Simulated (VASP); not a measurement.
# Sn4SeS3 (I4/mmm) in VASP: single point with PBE

Aim: the single point of Sn4SeS3 with PBE.

Program: VASP 6.6.1. These are calculated values, not measurements. Logs are shortened: lines on timing, memory, paths and dates and some standing lists are left out, and cuts for length are marked.

### Step 1. The cell of the first run

The structure is tetragonal, space group I4/mmm (No. 139). The conventional cell has a = 5.908 Å, b = 5.908 Å, c = 11.805 Å, α = 90.00°, β = 90.00°, γ = 90.00°. Sn (site symmetry 4mm) has 5 S at 2.88 to 2.95 Å and 1 Se at 3.02 Å within 3.8 Å. Within 3.9 Å of Sn (site symmetry mmm) lie 4 S at 2.95 Å and 2 Se at 2.95 Å. Se (site symmetry 4/mmm) has 6 Sn at 2.95 to 3.02 Å within 3.9 Å. Within 3.8 Å of S (site symmetry 4/mmm) lie 6 Sn at 2.88 to 2.95 Å. S (site symmetry -4m2) has 6 Sn at 2.95 Å within 3.9 Å.

### Step 2. Single point, PBE

INCAR

```
PREC = Accurate ; ENCUT = 520
EDIFF = 1E-6 ; ISMEAR = 0
SIGMA = 0.02 ; LREAL = False
LASPH = True ; NELM = 80
ALGO = Normal ; ISIF = 2
LWAVE = False ; LCHARG = False
GGA = PE ; NBANDS = 50
```

KPOINTS

```
regular mesh
0
Gamma
  8 8 8
```

POSCAR

```
Sn4SeS3
1.0
   -2.9541904437      2.9541904437      5.9025589748
    2.9541904437     -2.9541904437      5.9025589748
    2.9541904437      2.9541904437     -5.9025589748
Sn Se S
4 1 3
Direct
    0.2441524636      0.2441524636      0.0000000000
    0.0000000000      0.5000000000      0.5000000000
    0.7558475364      0.7558475364      0.0000000000
    0.5000000000      0.0000000000      0.5000000000
    0.5000000000      0.5000000000      0.0000000000
    0.0000000000      0.0000000000      0.0000000000
    0.7500000000      0.2500000000      0.5000000000
    0.2500000000      0.7500000000      0.5000000000
```

Potentials or basis: VASP PAW PBE potentials, release 64 (Sn_d, Se, S).

The run is started by

```console
$ cat potpaw_PBE.64/Sn_d/POTCAR potpaw_PBE.64/Se/POTCAR potpaw_PBE.64/S/POTCAR > POTCAR
$ mpirun -np 1 vasp_std > vasp.out
```

OUTCAR:

```text
PREC = Accurate
   ENCUT = 520
   EDIFF = 1E-6
   ISMEAR = 0
   LREAL = False
   LASPH = True
   NELM = 80
   ISIF = 2
   GGA = PE

 ion  position               nearest neighbor table
   1  0.244  0.244  0.000-   6 2.88   8 2.95   7 2.95   7 2.95   8 2.95   5 3.02
   2  0.000  0.500  0.500-   7 2.95   8 2.95   5 2.95   6 2.95   6 2.95   5 2.95
   3  0.756  0.756  0.000-   6 2.88   7 2.95   8 2.95   7 2.95   8 2.95   5 3.02
   4  0.500  0.000  0.500-   7 2.95   8 2.95   5 2.95   6 2.95   5 2.95   6 2.95
   5  0.500  0.500  0.000-   2 2.95   4 2.95   4 2.95   2 2.95   3 3.02   1 3.02
   6  0.000  0.000  0.000-   1 2.88   3 2.88   2 2.95   4 2.95   2 2.95   4 2.95
   7  0.750  0.250  0.500-   2 2.95   4 2.95   3 2.95   1 2.95   3 2.95   1 2.95
   8  0.250  0.750  0.500-   2 2.95   4 2.95   3 2.95   1 2.95   3 2.95   1 2.95

  LATTYP: Found a body centered tetragonal cell.
 ALAT       =     5.9083808874
 C/A-ratio  =     1.9980292697

  Lattice vectors:

 A1 = (  -2.9541904437,   2.9541904437,   5.9025589748)
 A2 = (   2.9541904437,  -2.9541904437,   5.9025589748)
 A3 = (   2.9541904437,   2.9541904437,  -5.9025589748)

Analysis of symmetry for initial positions (statically):
=====================================================================
 Subroutine PRICEL returns:
 Original cell was already a primitive cell.

 Routine SETGRP: Setting up the symmetry group for a
 body centered tetragonal supercell.

 Subroutine GETGRP returns: Found 16 space group operations
 (whereof 16 operations were pure point group operations)
 out of a pool of 16 trial point group operations.

The static configuration has the point symmetry D_4h.

Analysis of symmetry for dynamics (positions and initial velocities):
=====================================================================
 Subroutine PRICEL returns:
 Original cell was already a primitive cell.

 Routine SETGRP: Setting up the symmetry group for a
 body centered tetragonal supercell.

 Subroutine GETGRP returns: Found 16 space group operations
 (whereof 16 operations were pure point group operations)
 out of a pool of 16 trial point group operations.

The dynamic configuration has the point symmetry D_4h.

 Subroutine INISYM returns: Found 16 space group operations
 (whereof 16 operations are pure point group operations),
 and found     1 'primitive' translations

----------------------------------------------------------------------------------------

                                     Primitive cell

  volume of cell :     206.0522

  direct lattice vectors                    reciprocal lattice vectors
    -2.954190444  2.954190444  5.902558975     0.000000000  0.169251106  0.084709022
     2.954190444 -2.954190444  5.902558975     0.169251106  0.000000000  0.084709022
     2.954190444  2.954190444 -5.902558975     0.169251106  0.169251106  0.000000000

  length of vectors
     7.231506400  7.231506400  7.231506400     0.189265833  0.189265833  0.239357210

  position of ions in fractional coordinates (direct lattice)
     0.244152464  0.244152464  0.000000000
     0.000000000  0.500000000  0.500000000
     0.755847536  0.755847536  0.000000000
     0.500000000  0.000000000  0.500000000
     0.500000000  0.500000000  0.000000000
     0.000000000  0.000000000  0.000000000
     0.750000000  0.250000000  0.500000000
     0.250000000  0.750000000  0.500000000

  ion indices of the primitive-cell ions
   primitive index   ion index
                 1           1
                 2           2
                 3           3
                 4           4
                 5           5
                 6           6
                 7           7
                 8           8

----------------------------------------------------------------------------------------

 KPOINTS: regular mesh

Automatic generation of k-mesh.
 Grid dimensions read from file:
 generate k-points for:    8    8    8

 Generating k-lattice:

  Cartesian coordinates                     Fractional coordinates (reciprocal lattice)
     0.000000000  0.021156388  0.010588628     0.125000000 -0.000000000  0.000000000
     0.021156388  0.000000000  0.010588628    -0.000000000  0.125000000  0.000000000
     0.021156388  0.021156388  0.000000000     0.000000000  0.000000000  0.125000000

  Length of vectors
     0.023658229  0.023658229  0.029919651

  Shift w.r.t. Gamma in fractional coordinates (k-lattice)
     0.000000000  0.000000000  0.000000000

 Subroutine IBZKPT returns following result:
 ===========================================

 Found     59 irreducible k-points:

 Following reciprocal coordinates:
            Coordinates               Weight
  0.000000  0.000000  0.000000      1.000000
  0.125000 -0.000000  0.000000      8.000000
  0.250000 -0.000000  0.000000      8.000000
  0.375000 -0.000000  0.000000      8.000000
  0.500000 -0.000000  0.000000      4.000000
  0.125000  0.125000  0.000000      8.000000
[... 16 lines left out ...]
  0.250000  0.125000  0.125000     16.000000
  0.375000  0.125000  0.125000      8.000000
 [... further k-points ...]
   k-points           NKPTS =     59   k-points in BZ     NKDIM =     59   number of bands    NBANDS=     50
   number of dos      NEDOS =    301   number of ions     NIONS =      8
   total plane-waves  NPLWV = 157464
   dimension x,y,z NGX =    54 NGY =   54 NGZ =   54
   dimension x,y,z NGXF=   108 NGYF=  108 NGZF=  108
   ions per type =               4   1   3
   NGX,Y,Z   is equivalent  to a cutoff of  12.41, 12.41, 12.41 a.u.
   NGXF,Y,Z  is equivalent  to a cutoff of  24.83, 24.83, 24.83 a.u.
 SYSTEM =  unknown system
   PREC   = accura    normal or accurate (medium, high low for compatibility)
   ISTART =      0    job   : 0-new  1-cont  2-samecut
   ICHARG =      2    charge: 1-file 2-atom 10-const
   ISPIN  =      1    spin polarized calculation?
   LNONCOLLINEAR =      F non collinear calculations
   LSORBIT =      F    spin-orbit coupling
   LASPH  =      T    aspherical Exc in radial PAW
   ENCUT  =  520.0 eV  38.22 Ry    6.18 a.u.  13.45 13.45 13.45*2*pi/ulx,y,z
   NELM   =     80;   NELMIN=  2; NELMDL= -5     # of ELM steps
   EDIFF  = 0.1E-05   stopping-criterion for ELM
   LREAL  =      F    real-space projection
   EDIFFG = 0.1E-04   stopping-criterion for IOM
   NSW    =      0    number of steps for IOM
   IBRION =     -1    ionic relax: 0-MD 1-quasi-New 2-CG
   NFREE  =      0    steps in history (QN), initial steepest desc. (CG)
   ISIF   =      2    stress and relaxation
   ISYM   =      2    0-nonsym 1-usesym 2-fastsym
   POTIM  = 0.5000    time-step for ionic-motion
   TEBEG  =    0.0;   TEEND  =   0.0 temperature during run
   PSTRESS=    0.0 pullay stress
   NELECT =      80.0000    total number of electrons
   NUPDOWN=      -1.0000    fix difference up-down
   EMIN   =  10.00;   EMAX   =-10.00  energy-range for DOS
   EFERMI =   0.00;   METHOD = LEGACY
   ISMEAR =     0;   SIGMA  =   0.02  broadening in eV -4-tet -1-fermi 0-gaus
   EFERMI_NEDOS =   21; number of points for ismear=-14 and -15
   IALGO  =     38    algorithm
   IMIX   =      4    mixing-type and parameters
     AMIX     =   0.40;   BMIX     =  1.00
     AMIX_MAG =   1.60;   BMIX_MAG =  1.00
  volume/ion in A,a.u.               =      25.76       173.81
  Fermi-wavevector in a.u.,A,eV,Ry     =   1.194297  2.256894 19.406611  1.426346
  Thomas-Fermi vector in A             =   2.330291
   LORBIT       =      0    0 simple, 1 ext, 2 COOP (PROOUT), +10 PAW based schemes
   GGA     = PE    functional components
   LHFCALC =     F    Hartree Fock is set to
   AEXX    =    0.0000 exact exchange contribution
   IVDW    =     0    specifies the selected vdW correction
   LEPSILON=     F    determine dielectric tensor
   LRPA    =     F    only Hartree local field effects (RPA)
 non-spin polarized calculation
 Gauss-broadening in eV      SIGMA  =   0.02
  energy-cutoff  :      520.00
  volume of cell :      206.05
 maximum number of plane-waves:      5581
 NGX is ok and might be reduce to    54
   NGX = 27   NGY = 27   NGZ = 27

 number of electron      80.0000007 magnetization

 Free energy of the ion-electron system (eV)
  ---------------------------------------------------
  ext. energy  EPLUGINS =         0.00000000
  ---------------------------------------------------
  free energy    TOTEN  =       -34.48132826 eV

  energy without entropy =      -34.48132826  energy(sigma->0) =      -34.48132826

 E-fermi :   6.2441     XC(G=0):  -9.6411

 val. band max:        6.1634808276   @ k =   0.3750   0.3750   0.1250
 cond. band min:       6.3259381383   @ k =   0.3750   0.3750   0.1250
 fundamental gap:      0.1624573107
 Fermi energy:         6.2441363639

 k-point     1 :       0.0000    0.0000    0.0000
  band No.  band energies     occupation
      1     -15.6303      2.00000
      2     -15.6211      2.00000
      3     -15.6202      2.00000
      4     -15.6167      2.00000
      5     -15.6090      2.00000
      6     -15.6090      2.00000
[... 42 lines left out ...]
     49      10.6235      0.00000
     50      10.6235      0.00000

 k-point     2 :       0.1250   -0.0000    0.0000
  band No.  band energies     occupation
      1     -15.6288      2.00000
      2     -15.6207      2.00000
      3     -15.6197      2.00000
      4     -15.6156      2.00000
      5     -15.6093      2.00000
      6     -15.6082      2.00000
[... 42 lines left out ...]
     49      10.4140      0.00000
     50      10.6717      0.00000

 k-point     3 :       0.2500   -0.0000    0.0000
  band No.  band energies     occupation
      1     -15.6249      2.00000
      2     -15.6195      2.00000
      3     -15.6180      2.00000
      4     -15.6126      2.00000
      5     -15.6100      2.00000
      6     -15.6063      2.00000
[... 1102 lines left out ...]
     49       9.2398      0.00000
     50       9.3811      0.00000

 k-point    24 :       0.3750    0.1250    0.1250
  band No.  band energies     occupation
      1     -15.6164      2.00000
      2     -15.6144      2.00000
      3     -15.6126      2.00000
      4     -15.6093      2.00000
      5     -15.6074      2.00000
      6     -15.6071      2.00000
[... 42 lines left out ...]
     49       9.0372      0.00000
     50       9.1166      0.00000

 [... further k-points ...]

------------------------ aborting loop because EDIFF is reached ----------------------------------------

  FORCE on cell =-STRESS in cart. coord.  units (eV):
  Direction    XX          YY          ZZ          XY          YZ          ZX
  --------------------------------------------------------------------------------------
  -------------------------------------------------------------------------------------
  Total       -0.0401809     -0.0401809     -0.0704191      0.0000000      0.0000000      0.0000000
  in kB       -0.3124299     -0.3124299     -0.5475497      0.0000000      0.0000000      0.0000000
  external PRESSURE =      -0.3908032 kB  Pullay stress =       0.0000000 kB

 VOLUME and BASIS-vectors are now :
 -----------------------------------------------------------------------------
  energy-cutoff  :      520.00
  volume of cell :      206.05
      direct lattice vectors                 reciprocal lattice vectors
    -2.954190444  2.954190444  5.902558975     0.000000000  0.169251106  0.084709022
     2.954190444 -2.954190444  5.902558975     0.169251106  0.000000000  0.084709022
     2.954190444  2.954190444 -5.902558975     0.169251106  0.169251106  0.000000000

 POSITION                                       TOTAL-FORCE (eV/Angst)
 -----------------------------------------------------------------------------------
      0.00000      0.00000      2.88225        -0.000000     -0.000000     -0.001843
      2.95419      0.00000      0.00000         0.000000      0.000000     -0.000000
      0.00000      0.00000      8.92287        -0.000000     -0.000000      0.001843
      0.00000      2.95419      0.00000         0.000000      0.000000     -0.000000
      0.00000      0.00000      5.90256         0.000000      0.000000     -0.000000
      0.00000      0.00000      0.00000         0.000000      0.000000     -0.000000
      0.00000      2.95419      2.95128         0.000000      0.000000     -0.000000
      2.95419      0.00000      2.95128         0.000000      0.000000     -0.000000
 -----------------------------------------------------------------------------------
    total drift:                               -0.000000     -0.000000      0.000000

  FREE ENERGIE OF THE ION-ELECTRON SYSTEM (eV)
  ---------------------------------------------------
  free  energy   TOTEN  =       -34.4813282579 eV

  energy  without entropy=      -34.4813282579  energy(sigma->0) =      -34.48132826
```

It took 29 min on 1 thread of Intel Xeon 8259CL, shared host; peak memory 0.73 GiB.

Results:

```yaml
Free_energy: -34.4813 eV
Pressure: 0.0 GPa
Band_gap_on_the_k_mesh: 0.16 eV
```

Caveat: semilocal functionals underestimate gaps, and a narrow one can read as zero; spin-orbit coupling is left out, which moves the levels of the heavy elements. A k mesh can miss the band edges.
